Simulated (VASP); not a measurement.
A run of VASP 6.6.1 is set up as follows.

The input INCAR:

```
PREC = Accurate ; ENCUT = 520
EDIFF = 1E-6 ; ISMEAR = 0
SIGMA = 0.02 ; LREAL = Auto
LASPH = True ; NELM = 60
ALGO = Normal ; ISIF = 2
LWAVE = False ; LCHARG = False
GGA = PE ; NBANDS = 48
NELECT = 66.0
```

The input KPOINTS:

```
regular mesh
0
Gamma
  2 2 2
```

The input POSCAR:

```
LiSi16
1.0
    0.0000000000      5.4300000000      5.4300000000
    5.4300000000      0.0000000000      5.4300000000
    5.4300000000      5.4300000000      0.0000000000
Si Li
16 1
Direct
   -0.0078110497     -0.0075252302      0.0175053407
    0.1263079190      0.1265933702      0.1221176796
    0.0062103131      0.0064963168      0.4954808471
    0.1162659300      0.1165524862      0.6452834254
    0.0078777164      0.5000213628     -0.0132799263
    0.1263063536      0.6196291897      0.1221118785
    0.0062063536      0.4864636280      0.4954816759
    0.1427898711      0.6201918969      0.6114696133
    0.4997360037      0.0081636280     -0.0132805709
    0.6193430939      0.1265918969      0.1221123389
    0.4861768877      0.0064923573      0.4954820442
    0.6199058011      0.1430765193      0.6114689687
    0.4997343462      0.5000197974     -0.0132724678
    0.6340711786      0.6343569982      0.0918564457
    0.5102908840      0.5105776243      0.4632028545
    0.6199059853      0.6201918048      0.6114772560
    0.7963224678      0.7966093923      0.6051123389
```

Potentials or basis: VASP PAW PBE potentials, release 64 (Si, Li_sv).

Launch:

```sh
$ cat potpaw_PBE.64/Si/POTCAR potpaw_PBE.64/Li_sv/POTCAR > POTCAR
$ mpirun -np 1 vasp_std > vasp.out
```

(1) Predict the largest force.

Answers

(1) 0.579 eV/Å.

Caveat: the k points lie up to 0.50 Å⁻¹ apart; the cell carries a net charge on a neutralising background, which shifts energy and pressure.
